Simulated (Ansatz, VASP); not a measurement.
**One calculation of Al3CoNi2, two programs**

```xyz
6
Lattice="2.9551 0.0000 0.0000 0.0000 2.9551 0.0000 0.0000 0.0000 8.8654" Properties=species:S:1:pos:R:3 pbc="T T T"
Al    1.4776    1.4776    7.3878
Al    1.4776    1.4776    1.4776
Al    1.4776    1.4776    4.4327
Co    0.0000    0.0000    0.0000
Ni    0.0000    0.0000    5.9103
Ni    0.0000    0.0000    2.9551
```

Alike in both runs: task relaxation of cell and atoms; functional PBE; k mesh 6 × 6 × 2; occupations gaussian, width 0.1 eV; collinear spin.

```csv
,VASP,Ansatz
version,VASP 6.6.1,Ansatz 0.2.0
potentials or method,"VASP PAW PBE potentials, release 64 (Al, Co, Ni), cutoff 600 eV","scalar-relativistic, plane waves, PAW"
valence electrons in the cell,38,62
```

VASP gave:

* gap on the k mesh at the Fermi level, each at its own relaxed structure (eV): none
* net moment per atom (μB): 0.04
* relaxed volume (Å³/atom): 11.97
* relaxed length of the cell vector where the two differ most in proportion (Å): 8.853

Which values does Ansatz return?

gap on the k mesh at the Fermi level, each at its own relaxed structure (eV): none; net moment per atom (μB): 0.04; relaxed volume (Å³/atom): 11.96; relaxed length of the cell vector where the two differ most in proportion (Å): 8.849.

A gap of «none» marks a metal or a gap that the smearing closes. VASP's potentials hold 38 valence electrons a cell and Ansatz's 62, so a difference there can come from the potentials and not from the codes. Ansatz's warnings: seeded moment not kept.
